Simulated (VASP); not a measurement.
# Pd3I (I4/mmm) in VASP: further runs

Runs on Pd3I. Level: PBE+U. Tasks: single point.

Everything below comes from runs of VASP 6.6.1. Logs are shortened: lines on timing, memory, paths and dates and some standing lists are left out, and cuts for length are marked.

**1. The cell of the first run**

The structure is tetragonal, space group I4/mmm (No. 139). Conventional cell: a = 4.294 Å, b = 4.294 Å, c = 7.752 Å, α = 90.00°, β = 90.00°, γ = 90.00°. I (site symmetry 4/mmm) has 14 Pd at 2.89 to 3.88 Å within 3.9 Å. Pd (site symmetry 4/mmm) has 8 Pd at 2.89 Å and 6 I at 3.04 to 3.88 Å within 3.9 Å. Within 3.9 Å of Pd (site symmetry -4m2) lie 4 I at 2.89 Å and 10 Pd at 2.89 to 3.88 Å.

**2. Single point, PBE+U**

INCAR

```
ALGO = Normal
EDIFF = 1E-7
ENCUT = 520
GGA = PE
ISIF = 2
ISMEAR = -1
LASPH = True
LCHARG = True
LDAU = True
LDAUJ = 0 0
LDAUL = -1 2
LDAUPRINT = 1
LDAUTYPE = 2
LDAUU = 0 5
LELF = True
LMAXMIX = 4
LREAL = False
LVHAR = True
LWAVE = False
NBANDS = 26
NELM = 150
PREC = Accurate
SIGMA = 0.05
```

KPOINTS

```
k-points
0
Gamma
  9 9 9
```

POSCAR

```
Pd3I
1.0
   -2.1469490000      2.1469490000      3.8759100000
    2.1469490000     -2.1469490000      3.8759100000
    2.1469490000      2.1469490000     -3.8759100000
I Pd
1 3
Direct
    0.0000000000      0.0000000000      0.0000000000
    0.5000000000      0.5000000000      0.0000000000
    0.2500000000      0.7500000000      0.5000000000
    0.7500000000      0.2500000000      0.5000000000
```

Potentials or basis: VASP PAW PBE potentials, release 64 (I, Pd).

Command:

```console
$ cat potpaw_PBE.64/I/POTCAR potpaw_PBE.64/Pd/POTCAR > POTCAR
$ mpirun -np 1 vasp_std > vasp.out
```

OUTCAR:

```text
EDIFF = 1E-7
   ENCUT = 520
   GGA = PE
   ISIF = 2
   ISMEAR = -1
   LASPH = True
   LREAL = False
   NELM = 150
   PREC = Accurate

 ion  position               nearest neighbor table
   1  0.000  0.000  0.000-   4 2.89   3 2.89   3 2.89   4 2.89   3 2.89   4 2.89   4 2.89   3 2.89
                             2 3.04   2 3.04   2 3.04   2 3.04
   2  0.500  0.500  0.000-   3 2.89   4 2.89   3 2.89   4 2.89   3 2.89   4 2.89   3 2.89   4 2.89
                             1 3.04   1 3.04   1 3.04   1 3.04
   3  0.250  0.750  0.500-   1 2.89   2 2.89   1 2.89   2 2.89   1 2.89   2 2.89   1 2.89   2 2.89
                             4 3.04   4 3.04   4 3.04   4 3.04
   4  0.750  0.250  0.500-   2 2.89   1 2.89   1 2.89   2 2.89   1 2.89   2 2.89   2 2.89   1 2.89
                             3 3.04   3 3.04   3 3.04   3 3.04

  LATTYP: Found a body centered tetragonal cell.
 ALAT       =     4.2938980000
 C/A-ratio  =     1.8053106990

  Lattice vectors:

 A1 = (  -2.1469490000,   2.1469490000,   3.8759100000)
 A2 = (   2.1469490000,  -2.1469490000,   3.8759100000)
 A3 = (   2.1469490000,   2.1469490000,  -3.8759100000)

Analysis of symmetry for initial positions (statically):
=====================================================================
 Subroutine PRICEL returns:
 Original cell was already a primitive cell.

 Routine SETGRP: Setting up the symmetry group for a
 body centered tetragonal supercell.

 Subroutine GETGRP returns: Found 16 space group operations
 (whereof 16 operations were pure point group operations)
 out of a pool of 16 trial point group operations.

The static configuration has the point symmetry D_4h.

Analysis of symmetry for dynamics (positions and initial velocities):
=====================================================================
 Subroutine PRICEL returns:
 Original cell was already a primitive cell.

 Routine SETGRP: Setting up the symmetry group for a
 body centered tetragonal supercell.

 Subroutine GETGRP returns: Found 16 space group operations
 (whereof 16 operations were pure point group operations)
 out of a pool of 16 trial point group operations.

The dynamic configuration has the point symmetry D_4h.

 Subroutine INISYM returns: Found 16 space group operations
 (whereof 16 operations are pure point group operations),
 and found     1 'primitive' translations

----------------------------------------------------------------------------------------

                                     Primitive cell

  volume of cell :      71.4623

  direct lattice vectors                    reciprocal lattice vectors
    -2.146949000  2.146949000  3.875910000     0.000000000  0.232888625  0.129001963
     2.146949000 -2.146949000  3.875910000     0.232888625  0.000000000  0.129001963
     2.146949000  2.146949000 -3.875910000     0.232888625  0.232888625  0.000000000

  length of vectors
     4.923561551  4.923561551  4.923561551     0.266230385  0.266230385  0.329354252

  position of ions in fractional coordinates (direct lattice)
     0.000000000  0.000000000  0.000000000
     0.500000000  0.500000000  0.000000000
     0.250000000  0.750000000  0.500000000
     0.750000000  0.250000000  0.500000000

  ion indices of the primitive-cell ions
   primitive index   ion index
                 1           1
                 2           2
                 3           3
                 4           4

----------------------------------------------------------------------------------------

 KPOINTS: k-points

Automatic generation of k-mesh.
 Grid dimensions read from file:
 generate k-points for:    9    9    9

 Generating k-lattice:

[... 41 lines left out ...]
  0.444444  0.444444 -0.000000      8.000000
 [... further k-points ...]
   k-points           NKPTS =     75   k-points in BZ     NKDIM =     75   number of bands    NBANDS=     26
   number of dos      NEDOS =    301   number of ions     NIONS =      4
   total plane-waves  NPLWV =  64000
   dimension x,y,z NGX =    40 NGY =   40 NGZ =   40
   dimension x,y,z NGXF=    80 NGYF=   80 NGZF=   80
   ions per type =               1   3
   NGX,Y,Z   is equivalent  to a cutoff of  13.51, 13.51, 13.51 a.u.
   NGXF,Y,Z  is equivalent  to a cutoff of  27.01, 27.01, 27.01 a.u.
 SYSTEM =  unknown system
   PREC   = accura    normal or accurate (medium, high low for compatibility)
   ISTART =      0    job   : 0-new  1-cont  2-samecut
   ICHARG =      2    charge: 1-file 2-atom 10-const
   ISPIN  =      1    spin polarized calculation?
   LNONCOLLINEAR =      F non collinear calculations
   LSORBIT =      F    spin-orbit coupling
   LASPH  =      T    aspherical Exc in radial PAW
   ENCUT  =  520.0 eV  38.22 Ry    6.18 a.u.   9.15  9.15  9.15*2*pi/ulx,y,z
   NELM   =    150;   NELMIN=  2; NELMDL= -5     # of ELM steps
   EDIFF  = 0.1E-06   stopping-criterion for ELM
   LREAL  =      F    real-space projection
   EDIFFG = 0.1E-05   stopping-criterion for IOM
   NSW    =      0    number of steps for IOM
   IBRION =     -1    ionic relax: 0-MD 1-quasi-New 2-CG
   NFREE  =      0    steps in history (QN), initial steepest desc. (CG)
   ISIF   =      2    stress and relaxation
   ISYM   =      2    0-nonsym 1-usesym 2-fastsym
   POTIM  = 0.5000    time-step for ionic-motion
   TEBEG  =    0.0;   TEEND  =   0.0 temperature during run
   PSTRESS=    0.0 pullay stress
   NELECT =      37.0000    total number of electrons
   NUPDOWN=      -1.0000    fix difference up-down
   EMIN   =  10.00;   EMAX   =-10.00  energy-range for DOS
   EFERMI =   0.00;   METHOD = LEGACY
   ISMEAR =    -1;   SIGMA  =   0.05  broadening in eV -4-tet -1-fermi 0-gaus
   EFERMI_NEDOS =   21; number of points for ismear=-14 and -15
   IALGO  =     38    algorithm
   IMIX   =      4    mixing-type and parameters
     AMIX     =   0.40;   BMIX     =  1.00
     AMIX_MAG =   1.60;   BMIX_MAG =  1.00
  volume/ion in A,a.u.               =      17.87       120.56
  Fermi-wavevector in a.u.,A,eV,Ry     =   1.314568  2.484173 23.512076  1.728089
  Thomas-Fermi vector in A             =   2.444812
   LORBIT       =      0    0 simple, 1 ext, 2 COOP (PROOUT), +10 PAW based schemes
 LDA+U is selected, type is set to LDAUTYPE =  2
   angular momentum for each species LDAUL =    -1    2
   U (eV)           for each species LDAUU =   0.0  5.0
   J (eV)           for each species LDAUJ =   0.0  0.0
   GGA     = PE    functional components
   LHFCALC =     F    Hartree Fock is set to
   AEXX    =    0.0000 exact exchange contribution
   IVDW    =     0    specifies the selected vdW correction
   LEPSILON=     F    determine dielectric tensor
   LRPA    =     F    only Hartree local field effects (RPA)
 non-spin polarized calculation
  energy-cutoff  :      520.00
  volume of cell :       71.46
 maximum number of plane-waves:      1937
 NGX is ok and might be reduce to    40
   NGX = 19   NGY = 19   NGZ = 19

atom =   2  type =  2  l = 2

 onsite density matrix

spin component  1
[... 83 lines left out ...]
  o =  0.9042  v =  0.0000  0.9820 -0.0000 -0.1888  0.0000  0.0000  0.0000  0.0000  0.0000  0.0000      0.0000  0.0000  0.0000  0.0000  0.0000  0.0000  0.0000  0.0000  0.0000  0.0000
  o =  0.9042  v =  0.0000  0.0000  0.0000  0.0000  0.0000  0.0000  0.9820 -0.0000 -0.1888  0.0000      0.0000  0.0000  0.0000  0.0000  0.0000  0.0000  0.0000  0.0000  0.0000  0.0000
  o =  0.9042  v =  0.0000  0.1888  0.0000  0.9820  0.0000  0.0000  0.0000  0.0000  0.0000  0.0000      0.0000  0.0000  0.0000  0.0000  0.0000  0.0000  0.0000  0.0000  0.0000  0.0000
  o =  0.9042  v =  0.0000  0.0000  0.0000  0.0000  0.0000  0.0000  0.1888  0.0000  0.9820  0.0000      0.0000  0.0000  0.0000  0.0000  0.0000  0.0000  0.0000  0.0000  0.0000  0.0000
  o =  0.9324  v =  0.0000  0.0000  0.0000  0.0000  0.0000  0.0000  0.0000  0.0000  0.0000 -1.0000      0.0000  0.0000  0.0000  0.0000  0.0000  0.0000  0.0000  0.0000  0.0000  0.0000
  o =  0.9324  v =  0.0000  0.0000  0.0000  0.0000 -1.0000  0.0000  0.0000  0.0000  0.0000  0.0000      0.0000  0.0000  0.0000  0.0000  0.0000  0.0000  0.0000  0.0000  0.0000  0.0000
  o =  0.9537  v =  1.0000  0.0000  0.0000  0.0000  0.0000  0.0000  0.0000  0.0000  0.0000  0.0000      0.0000  0.0000  0.0000  0.0000  0.0000  0.0000  0.0000  0.0000  0.0000  0.0000
  o =  0.9537  v =  0.0000  0.0000  0.0000  0.0000  0.0000  1.0000  0.0000  0.0000  0.0000  0.0000      0.0000  0.0000  0.0000  0.0000  0.0000  0.0000  0.0000  0.0000  0.0000  0.0000
  o =  0.9594  v =  0.0000  0.0000  0.0000  0.0000  0.0000  0.0000  0.0000  1.0000 -0.0000  0.0000      0.0000  0.0000  0.0000  0.0000  0.0000  0.0000  0.0000  0.0000  0.0000  0.0000
  o =  0.9594  v =  0.0000  0.0000  1.0000 -0.0000  0.0000  0.0000  0.0000  0.0000  0.0000  0.0000      0.0000  0.0000  0.0000  0.0000  0.0000  0.0000  0.0000  0.0000  0.0000  0.0000

 number of electron      36.9999997 magnetization

 Free energy of the ion-electron system (eV)
  ---------------------------------------------------
  ext. energy  EPLUGINS =         0.00000000
  ---------------------------------------------------
  free energy    TOTEN  =        -9.64588546 eV

  energy without entropy =       -9.62464835  energy(sigma->0) =       -9.63526691

 E-fermi :   8.5673     XC(G=0): -11.9878

 val. band max:        8.5586278646   @ k =  -0.2222   0.4444   0.2222
 cond. band min:       8.5724015829   @ k =  -0.2222  -0.3333   0.2222
 fundamental gap:      0.0137737183
 Fermi energy:         8.5673340925

 k-point     1 :       0.0000    0.0000    0.0000
  band No.  band energies     occupation
      1      -5.8306      2.00000
      2       2.9631      2.00000
      3       3.2336      2.00000
      4       3.2336      2.00000
      5       3.9710      2.00000
      6       4.1781      2.00000
[... 685 lines left out ...]
     25      17.0955      0.00000
     26      17.6370      0.00000

 [... further k-points ...]

------------------------ aborting loop because EDIFF is reached ----------------------------------------

  FORCE on cell =-STRESS in cart. coord.  units (eV):
  Direction    XX          YY          ZZ          XY          YZ          ZX
  --------------------------------------------------------------------------------------
  -------------------------------------------------------------------------------------
  Total       -2.9302372     -2.9302372     -3.0134942      0.0000000      0.0000000      0.0000000
  in kB      -65.6955915    -65.6955915    -67.5622053      0.0000000      0.0000000      0.0000000
  external PRESSURE =     -66.3177961 kB  Pullay stress =       0.0000000 kB

 VOLUME and BASIS-vectors are now :
 -----------------------------------------------------------------------------
  energy-cutoff  :      520.00
  volume of cell :       71.46
      direct lattice vectors                 reciprocal lattice vectors
    -2.146949000  2.146949000  3.875910000     0.000000000  0.232888625  0.129001963
     2.146949000 -2.146949000  3.875910000     0.232888625  0.000000000  0.129001963
     2.146949000  2.146949000 -3.875910000     0.232888625  0.232888625  0.000000000

 POSITION                                       TOTAL-FORCE (eV/Angst)
 -----------------------------------------------------------------------------------
      0.00000      0.00000      0.00000         0.000000      0.000000     -0.000000
      0.00000      0.00000      3.87591         0.000000      0.000000     -0.000000
      2.14695      0.00000      1.93796         0.000000     -0.000000     -0.000000
      0.00000      2.14695      1.93796        -0.000000      0.000000      0.000000
 -----------------------------------------------------------------------------------
    total drift:                               -0.000000     -0.000000      0.000000

  FREE ENERGIE OF THE ION-ELECTRON SYSTEM (eV)
  ---------------------------------------------------
  free  energy   TOTEN  =        -9.6458854618 eV

  energy  without entropy=       -9.6246483515  energy(sigma->0) =       -9.63526691
```

Run time: 2.3 min. Hardware: 1 thread of AMD EPYC 9R45 (Zen 5), shared host; peak memory 0.28 GiB.

Results:

| Quantity | Value |
| --- | --- |
| Free energy | -9.6459 eV |
| Pressure | -6.6 GPa |
| Band gap on the k mesh | zero (an odd number of electrons rules out a gap without spin polarisation) |

Eigenvalues of the final occupation matrices:
```tsv
site	spin	trace	eigenvalues
site 2 d	1	4.65	0.92 0.92 0.92 0.94 0.95
site 2 d	2	4.65	0.92 0.92 0.92 0.94 0.95
site 3 d	1	4.65	0.90 0.90 0.93 0.95 0.96
site 3 d	2	4.65	0.90 0.90 0.93 0.95 0.96
site 4 d	1	4.65	0.90 0.90 0.93 0.95 0.96
site 4 d	2	4.65	0.90 0.90 0.93 0.95 0.96
```

Caveat: the cell stands under tension; spin-orbit coupling is left out, which moves the levels of the heavy elements; an odd number of electrons without spin polarisation forces a metal; a magnetic or distorted state may lie lower; U without spin polarisation on a metal has little footing.

**3. Single point, PBE+U**

INCAR

```
SYSTEM = Pd3I
PREC = Accurate
ENCUT = 520
EDIFF = 1E-7
ISMEAR = -1
SIGMA = 0.05
LREAL = .False.
LASPH = .True.
NELM = 150
ALGO = Normal
ISIF = 2
LWAVE = .False.
LCHARG = .True.
LMAXMIX = 4
LDAU = .True.
LDAUTYPE = 2
LDAUL = -1 2
LDAUU = 0 6
LDAUJ = 0 0
LDAUPRINT = 1
GGA = PE
LELF = .True.
LVHAR = .True.
NBANDS = 26
```

KPOINTS

```
Automatic mesh
0
Gamma
  9 9 9
  0 0 0
```

POSCAR is that of step 2.

Potentials or basis: VASP PAW PBE potentials, release 64 (I, Pd).

Command:

```console
$ cat potpaw_PBE.64/I/POTCAR potpaw_PBE.64/Pd/POTCAR > POTCAR
$ mpirun -np 1 vasp_std > vasp.out
```

Wall time 2.4 min (1 thread of AMD EPYC 9R45 (Zen 5), shared host); peak memory 0.28 GiB.

Results (log left out):

```yaml
Free_energy: -8.7917 eV
Pressure: -8.2 GPa
Band_gap_on_the_k_mesh: zero (an odd number of electrons rules out a gap without spin polarisation)
```

Levels at points of the mesh, in eV from the Fermi level:
```csv
k point,band 16,band 17,band 18,band 19,band 20,band 21,band 22,band 23
"(0.00, 0.00, 0.00)",-1.19,-0.98,-0.76,0.13,0.13,5.95,5.96,5.96
```

Eigenvalues of the final occupation matrices:
```csv
site,spin,trace,eigenvalues
site 2 d,1,4.74,0.94 0.94 0.94 0.96 0.97
site 2 d,2,4.74,0.94 0.94 0.94 0.96 0.97
site 3 d,1,4.74,0.92 0.92 0.95 0.97 0.97
site 3 d,2,4.74,0.92 0.92 0.95 0.97 0.97
site 4 d,1,4.74,0.92 0.92 0.95 0.97 0.97
site 4 d,2,4.74,0.92 0.92 0.95 0.97 0.97
```

Caveat: the cell stands under tension; spin-orbit coupling is left out, which moves the levels of the heavy elements; an odd number of electrons without spin polarisation forces a metal; a magnetic or distorted state may lie lower; U without spin polarisation on a metal has little footing.

**4. Single point, PBE+U**

INCAR

```
ALGO = Normal ; EDIFF = 1E-6
ENCUT = 520 ; GGA = PE
ISIF = 2 ; ISMEAR = -1
LASPH = True ; LCHARG = True
LDAU = True ; LDAUJ = 0 0
LDAUL = -1 2 ; LDAUPRINT = 1
LDAUTYPE = 2 ; LDAUU = 0 8
LELF = True ; LMAXMIX = 4
LREAL = False ; LVHAR = True
LWAVE = False ; NBANDS = 26
NELM = 150 ; PREC = Accurate
SIGMA = 0.05
```

KPOINTS

```
k-points
0
Gamma
  9 9 9
```

POSCAR is that of step 3.

Command:

```console
$ cat potpaw_PBE.64/I/POTCAR potpaw_PBE.64/Pd/POTCAR > POTCAR
$ mpirun -np 1 vasp_std > vasp.out
```

It took 2.3 min on 1 thread of AMD EPYC 9R45 (Zen 5), shared host; peak memory 0.28 GiB.

It converged, with:

```
Free energy            : -7.8580 eV
Pressure               : -11.7 GPa
Band gap on the k mesh : zero (an odd number of electrons rules out a gap without spin polarisation)
```

Stress tensor (GPa, compression positive):
```
-11.84   0.00   0.00
  0.00 -11.84   0.00
  0.00   0.00 -11.53
```

Levels at points of the mesh, in eV from the Fermi level:
| k point | band 15 | band 16 | band 17 | band 18 | band 19 | band 20 | band 21 | band 22 | band 23 | band 24 |
| --- | --- | --- | --- | --- | --- | --- | --- | --- | --- | --- |
| (0.00, 0.00, 0.00) | -1.96 | -1.62 | -0.74 | -0.06 | 0.21 | 0.21 | 6.36 | 6.53 | 6.53 | 7.81 |

Eigenvalues of the final occupation matrices:
| site | spin | trace | eigenvalues |
| --- | --- | --- | --- |
| site 2 d | 1 | 4.95 | 0.97 0.98 0.98 1.00 1.01 |
| site 2 d | 2 | 4.95 | 0.97 0.98 0.98 1.00 1.01 |
| site 3 d | 1 | 4.95 | 0.97 0.97 0.99 1.01 1.01 |
| site 3 d | 2 | 4.95 | 0.97 0.97 0.99 1.01 1.01 |
| site 4 d | 1 | 4.95 | 0.97 0.97 0.99 1.01 1.01 |
| site 4 d | 2 | 4.95 | 0.97 0.97 0.99 1.01 1.01 |

Caveat: the cell stands under tension; spin-orbit coupling is left out, which moves the levels of the heavy elements; an odd number of electrons without spin polarisation forces a metal; a magnetic or distorted state may lie lower; U without spin polarisation on a metal has little footing.

**5. The runs side by side**

| U | gap on the mesh (eV) | pressure (GPa) |
| --- | --- | --- |
| Pd d U = 5.0 eV | none | -6.6 |
| Pd d U = 6.0 eV | none | -8.2 |
| Pd d U = 8.0 eV | none | -11.7 |

Alike in all rows: task single point; level PBE+U; potentials or basis VASP PAW PBE potentials, release 64 (I, Pd); no spin polarisation; cell as given; k mesh 9 × 9 × 9; cutoff (eV) 520; smearing fermi-dirac 0.05 eV.

Caveats: the cell stands under tension; spin-orbit coupling is left out, which moves the levels of the heavy elements; an odd number of electrons without spin polarisation forces a metal; a magnetic or distorted state may lie lower; U without spin polarisation on a metal has little footing.

Absolute energies hang on the potentials; compare differences alone.
